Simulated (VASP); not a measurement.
# TaSi2 (P6_222) in VASP: single point with LDA

Aim: the single point of TaSi2 with LDA.

Everything below comes from runs of VASP 6.6.1. Logs are shortened: lines on timing, memory, paths and dates and some standing lists are left out, and cuts for length are marked.

### 1 The cell of the first run

Symmetry: P6_222, No. 180, hexagonal system. Conventional cell: a = 4.732 Å, b = 4.732 Å, c = 6.517 Å, α = 90.00°, β = 90.00°, γ = 120.00°. Within 3.4 Å of Ta (site symmetry 222) lie 10 Si at 2.58 to 2.79 Å and 4 Ta at 3.21 Å. Si (site symmetry 2) has 9 Si at 2.53 to 3.29 Å and 5 Ta at 2.58 to 2.79 Å within 3.3 Å.

### 2 Single point, LDA

The input, INCAR:

```
PREC = Accurate
ENCUT = 520
EDIFF = 1E-7
ISMEAR = 0
SIGMA = 0.1
LREAL = F
LASPH = T
NELM = 60
ALGO = Normal
ISIF = 2
LWAVE = F
LCHARG = F
NBANDS = 38
```

The input, KPOINTS:

```
regular mesh
0
Gamma
  12 12 6
```

The input, POSCAR:

```
TaSi2
1.0
    4.7323547803      0.0000000029      0.0000000000
   -2.3661773926      4.0983394580      0.0000000000
    0.0000000000      0.0000000000      6.5169243231
Ta Si
3 6
Direct
    0.0000000000      0.5000000000      0.1666666667
    0.5000000000      0.5000000000      0.8333333333
    0.5000000000      0.0000000000      0.5000000000
    0.8406685917      0.6813371835      0.5000000000
    0.1593314083      0.8406685917      0.8333333333
    0.6813371835      0.8406685917      0.1666666667
    0.1593314083      0.3186628165      0.5000000000
    0.8406685917      0.1593314083      0.8333333333
    0.3186628165      0.1593314083      0.1666666667
```

Potentials or basis: VASP PAW LDA potentials, release 64 (Ta_pv, Si).

Started as:

```console
cat potpaw_LDA.64/Ta_pv/POTCAR potpaw_LDA.64/Si/POTCAR > POTCAR
mpirun -np 1 vasp_std > vasp.out
```

OUTCAR:

```text
PREC = Accurate
   ENCUT = 520
   EDIFF = 1E-7
   ISMEAR = 0
   LREAL = F
   LASPH = T
   NELM = 60
   ISIF = 2

 ion  position               nearest neighbor table
   1  0.000  0.500  0.167-   4 2.58   7 2.58   5 2.58   8 2.58   6 2.70   9 2.70   9 2.70   6 2.70
                             6 2.79   9 2.79   3 3.21   3 3.21   2 3.21   2 3.21
   2  0.500  0.500  0.833-   4 2.58   7 2.58   6 2.58   9 2.58   8 2.70   5 2.70   5 2.70   8 2.70
                             8 2.79   5 2.79   3 3.21   3 3.21   1 3.21   1 3.21
   3  0.500  0.000  0.500-   5 2.58   8 2.58   6 2.58   9 2.58   4 2.70   7 2.70   7 2.70   4 2.70
                             7 2.79   4 2.79   2 3.21   2 3.21   1 3.21   1 3.21
   4  0.841  0.681  0.500-   6 2.53   5 2.53   2 2.58   1 2.58   7 2.61   3 2.70   3 2.70   3 2.79
                             7 2.79   7 2.79   8 3.14   9 3.14
   5  0.159  0.841  0.833-   4 2.53   9 2.53   3 2.58   1 2.58   8 2.61   2 2.70   2 2.70   2 2.79
                             8 2.79   8 2.79   7 3.14   6 3.14
   6  0.681  0.841  0.167-   4 2.53   8 2.53   3 2.58   2 2.58   9 2.61   1 2.70   1 2.70   1 2.79
                             9 2.79   9 2.79   7 3.14   5 3.14
   7  0.159  0.319  0.500-   9 2.53   8 2.53   2 2.58   1 2.58   4 2.61   3 2.70   3 2.70   3 2.79
                             4 2.79   4 2.79   5 3.14   6 3.14
   8  0.841  0.159  0.833-   7 2.53   6 2.53   3 2.58   1 2.58   5 2.61   2 2.70   2 2.70   2 2.79
                             5 2.79   5 2.79   4 3.14   9 3.14
   9  0.319  0.159  0.167-   7 2.53   5 2.53   3 2.58   2 2.58   6 2.61   1 2.70   1 2.70   1 2.79
                             6 2.79   6 2.79   4 3.14   8 3.14

  LATTYP: Found a hexagonal cell.
 ALAT       =     4.7323547803
 C/A-ratio  =     1.3770996947

  Lattice vectors:

 A1 = (   4.7323547803,   0.0000000029,   0.0000000000)
 A2 = (  -2.3661773926,   4.0983394580,   0.0000000000)
 A3 = (   0.0000000000,   0.0000000000,   6.5169243231)

Analysis of symmetry for initial positions (statically):
=====================================================================
 Subroutine PRICEL returns:
 Original cell was already a primitive cell.

 Routine SETGRP: Setting up the symmetry group for a
 hexagonal supercell.

 Subroutine GETGRP returns: Found 12 space group operations
 (whereof  4 operations were pure point group operations)
 out of a pool of 24 trial point group operations.

The static configuration has the point symmetry D_2 .
 The point group associated with its full space group is D_6 .

Analysis of symmetry for dynamics (positions and initial velocities):
=====================================================================
 Subroutine PRICEL returns:
 Original cell was already a primitive cell.

 Routine SETGRP: Setting up the symmetry group for a
 hexagonal supercell.

 Subroutine GETGRP returns: Found 12 space group operations
 (whereof  4 operations were pure point group operations)
 out of a pool of 24 trial point group operations.

The dynamic configuration has the point symmetry D_2 .
 The point group associated with its full space group is D_6 .

 Subroutine INISYM returns: Found 12 space group operations
 (whereof  4 operations are pure point group operations),
 and found     1 'primitive' translations

----------------------------------------------------------------------------------------

                                     Primitive cell

  volume of cell :     126.3944

  direct lattice vectors                    reciprocal lattice vectors
     4.732354780  0.000000003  0.000000000     0.211311291  0.122000631  0.000000000
    -2.366177393  4.098339458  0.000000000    -0.000000000  0.244001262  0.000000000
     0.000000000  0.000000000  6.516924323     0.000000000  0.000000000  0.153446618

  length of vectors
     4.732354780  4.732354780  6.516924323     0.244001262  0.244001262  0.153446618

  position of ions in fractional coordinates (direct lattice)
     0.000000000  0.500000000  0.166666667
     0.500000000  0.500000000  0.833333333
     0.500000000  0.000000000  0.500000000
     0.840668592  0.681337183  0.500000000
     0.159331408  0.840668592  0.833333333
     0.681337183  0.840668592  0.166666667
     0.159331408  0.318662817  0.500000000
     0.840668592  0.159331408  0.833333333
     0.318662817  0.159331408  0.166666667

  ion indices of the primitive-cell ions
   primitive index   ion index
                 1           1
                 2           2
                 3           3
                 4           4
                 5           5
                 6           6
                 7           7
                 8           8
                 9           9

----------------------------------------------------------------------------------------

 KPOINTS: regular mesh

Automatic generation of k-mesh.
 Grid dimensions read from file:
 generate k-points for:   12   12    6

 Generating k-lattice:

  Cartesian coordinates                     Fractional coordinates (reciprocal lattice)
     0.017609274  0.010166719  0.000000000     0.083333333 -0.000000000  0.000000000
    -0.000000000  0.020333438  0.000000000     0.000000000  0.083333333  0.000000000
     0.000000000  0.000000000  0.025574436     0.000000000  0.000000000  0.166666667

  Length of vectors
     0.020333438  0.020333438  0.025574436

  Shift w.r.t. Gamma in fractional coordinates (k-lattice)
     0.000000000  0.000000000  0.000000000

 Subroutine IBZKPT returns following result:
 ===========================================

 Found     76 irreducible k-points:

 Following reciprocal coordinates:
            Coordinates               Weight
  0.000000  0.000000  0.000000      1.000000
  0.083333  0.000000  0.000000      6.000000
  0.166667  0.000000  0.000000      6.000000
  0.250000  0.000000  0.000000      6.000000
  0.333333  0.000000  0.000000      6.000000
  0.416667  0.000000  0.000000      6.000000
[... 16 lines left out ...]
  0.250000  0.000000  0.166667     12.000000
  0.333333  0.000000  0.166667     12.000000
 [... further k-points ...]
   k-points           NKPTS =     76   k-points in BZ     NKDIM =     76   number of bands    NBANDS=     38
   number of dos      NEDOS =    301   number of ions     NIONS =      9
   total plane-waves  NPLWV =  62208
   dimension x,y,z NGX =    36 NGY =   36 NGZ =   48
   dimension x,y,z NGXF=    72 NGYF=   72 NGZF=   96
   ions per type =               3   6
   NGX,Y,Z   is equivalent  to a cutoff of  12.65, 12.65, 12.24 a.u.
   NGXF,Y,Z  is equivalent  to a cutoff of  25.29, 25.29, 24.49 a.u.
 SYSTEM =  unknown system
   PREC   = accura    normal or accurate (medium, high low for compatibility)
   ISTART =      0    job   : 0-new  1-cont  2-samecut
   ICHARG =      2    charge: 1-file 2-atom 10-const
   ISPIN  =      1    spin polarized calculation?
   LNONCOLLINEAR =      F non collinear calculations
   LSORBIT =      F    spin-orbit coupling
   LASPH  =      T    aspherical Exc in radial PAW
   ENCUT  =  520.0 eV  38.22 Ry    6.18 a.u.   8.80  8.80 12.12*2*pi/ulx,y,z
   NELM   =     60;   NELMIN=  2; NELMDL= -5     # of ELM steps
   EDIFF  = 0.1E-06   stopping-criterion for ELM
   LREAL  =      F    real-space projection
   EDIFFG = 0.1E-05   stopping-criterion for IOM
   NSW    =      0    number of steps for IOM
   IBRION =     -1    ionic relax: 0-MD 1-quasi-New 2-CG
   NFREE  =      0    steps in history (QN), initial steepest desc. (CG)
   ISIF   =      2    stress and relaxation
   ISYM   =      2    0-nonsym 1-usesym 2-fastsym
   POTIM  = 0.5000    time-step for ionic-motion
   TEBEG  =    0.0;   TEEND  =   0.0 temperature during run
   PSTRESS=    0.0 pullay stress
   NELECT =      57.0000    total number of electrons
   NUPDOWN=      -1.0000    fix difference up-down
   EMIN   =  10.00;   EMAX   =-10.00  energy-range for DOS
   EFERMI =   0.00;   METHOD = LEGACY
   ISMEAR =     0;   SIGMA  =   0.10  broadening in eV -4-tet -1-fermi 0-gaus
   EFERMI_NEDOS =   21; number of points for ismear=-14 and -15
   IALGO  =     38    algorithm
   IMIX   =      4    mixing-type and parameters
     AMIX     =   0.40;   BMIX     =  1.00
     AMIX_MAG =   1.60;   BMIX_MAG =  1.00
  volume/ion in A,a.u.               =      14.04        94.77
  Fermi-wavevector in a.u.,A,eV,Ry     =   1.255424  2.372408 21.444004  1.576090
  Thomas-Fermi vector in A             =   2.389181
   LORBIT       =      0    0 simple, 1 ext, 2 COOP (PROOUT), +10 PAW based schemes
   GGA     = CA    functional components
   LHFCALC =     F    Hartree Fock is set to
   AEXX    =    0.0000 exact exchange contribution
   IVDW    =     0    specifies the selected vdW correction
   LEPSILON=     F    determine dielectric tensor
   LRPA    =     F    only Hartree local field effects (RPA)
 non-spin polarized calculation
 Gauss-broadening in eV      SIGMA  =   0.10
  energy-cutoff  :      520.00
  volume of cell :      126.39
 maximum number of plane-waves:      3426
 NGX is ok and might be reduce to    36
   NGX = 17   NGY = 17   NGZ = 25

 number of electron      56.9999999 magnetization

 Free energy of the ion-electron system (eV)
  ---------------------------------------------------
  ext. energy  EPLUGINS =         0.00000000
  ---------------------------------------------------
  free energy    TOTEN  =       -79.35213528 eV

  energy without entropy =      -79.33455378  energy(sigma->0) =      -79.34334453

 E-fermi :   9.6421     XC(G=0): -12.3257

 val. band max:        9.6299440396   @ k =   0.5000   0.0000   0.0000
 cond. band min:       9.6488206860   @ k =   0.3333   0.0833   0.5000
 fundamental gap:      0.0188766464
 Fermi energy:         9.6421047961

 k-point     1 :       0.0000    0.0000    0.0000
  band No.  band energies     occupation
      1     -24.4832      2.00000
      2     -24.4832      2.00000
      3     -24.4755      2.00000
      4     -24.4035      2.00000
      5     -24.4035      2.00000
      6     -24.2978      2.00000
[... 30 lines left out ...]
     37      13.6409      0.00000
     38      13.8231      0.00000
[... 941 lines left out ...]
     37      13.8197      0.00000
     38      14.0626      0.00000

 [... further k-points ...]
[... 5 lines left out ...]
  --------------------------------------------------------------------------------------
  -------------------------------------------------------------------------------------
  Total        0.5087429      0.5087429      0.5689742      0.0000000     -0.0000000      0.0000000
  in kB        6.4488317      6.4488317      7.2123239      0.0000000     -0.0000000      0.0000000
  external PRESSURE =       6.7033291 kB  Pullay stress =       0.0000000 kB

 VOLUME and BASIS-vectors are now :
 -----------------------------------------------------------------------------
  energy-cutoff  :      520.00
  volume of cell :      126.39
      direct lattice vectors                 reciprocal lattice vectors
     4.732354780  0.000000003  0.000000000     0.211311291  0.122000631  0.000000000
    -2.366177393  4.098339458  0.000000000    -0.000000000  0.244001262  0.000000000
     0.000000000  0.000000000  6.516924323     0.000000000  0.000000000  0.153446618

 POSITION                                       TOTAL-FORCE (eV/Angst)
 -----------------------------------------------------------------------------------
     -1.18309      2.04917      1.08615        -0.000000     -0.000000     -0.000000
      1.18309      2.04917      5.43077        -0.000000     -0.000000     -0.000000
      2.36618      0.00000      3.25846        -0.000000     -0.000000      0.000000
      2.36618      2.79235      3.25846        -0.000000      0.001511      0.000000
     -1.23516      3.44535      5.43077        -0.001308      0.000755      0.000000
      1.23516      3.44535      1.08615         0.001308      0.000755      0.000000
     -0.00000      1.30599      3.25846         0.000000     -0.001511      0.000000
      3.60134      0.65299      5.43077         0.001308     -0.000755     -0.000000
      1.13102      0.65299      1.08615        -0.001308     -0.000755     -0.000000
 -----------------------------------------------------------------------------------
    total drift:                               -0.000000      0.000000     -0.000000

  FREE ENERGIE OF THE ION-ELECTRON SYSTEM (eV)
  ---------------------------------------------------
  free  energy   TOTEN  =       -79.3521352804 eV

  energy  without entropy=      -79.3345537836  energy(sigma->0) =      -79.34334453
```

It used 190 s of CPU time on 1 thread of Intel(R) Xeon(R) Platinum 8488C (Sapphire Rapids) (shared host).

Results:

```yaml
Free_energy: -79.3521 eV
Pressure: 0.7 GPa
```

Caveat: spin-orbit coupling is left out, which moves the levels of the heavy elements.
